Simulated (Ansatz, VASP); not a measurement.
**One calculation of W4C5, two programs**

```
C W
1.0
     2.92177    0.00000    0.00000
    -1.46089    2.53033    0.00000
     0.00000    0.00000   26.38831
C W
5 4
Direct
  0.66667 0.33333 0.29459
  0.66667 0.33333 0.39338
  0.66667 0.33333 0.50000
  0.66667 0.33333 0.60662
  0.66667 0.33333 0.70541
  0.00000 0.00000 0.33596
  0.00000 0.00000 0.44593
  0.00000 0.00000 0.55407
  0.00000 0.00000 0.66404
```

Alike in both runs: functional PBE; k mesh 12 × 12 × 1; occupations gaussian, width 0.1 eV; no spin polarisation.

Ansatz relaxed the structure, and its values are those at the end. VASP's run is a single point on that final structure, the one shown.

```csv
,VASP,Ansatz
version,VASP 6.6.1,Ansatz 0.2.0
potentials or method,"VASP PAW PBE potentials, release 64 (C, W_sv), cutoff 520 eV","scalar-relativistic, plane waves, PAW"
valence electrons in the cell,76,76
```

VASP gave:

```
gap on the k mesh at the Fermi level (eV)  : none
rms of the force components (eV/Å)         : 0.026
work function, face that differs most (eV) : 6.27
```

Which values does Ansatz return?

gap on the k mesh at the Fermi level (eV): none; rms of the force components (eV/Å): 0.001; work function, face that differs most (eV): 6.27.

A gap of «none» marks a metal or a gap that the smearing closes. With one functional, cell and mesh, what is left measures potentials, basis and numerics.

Spin-orbit coupling is off throughout.
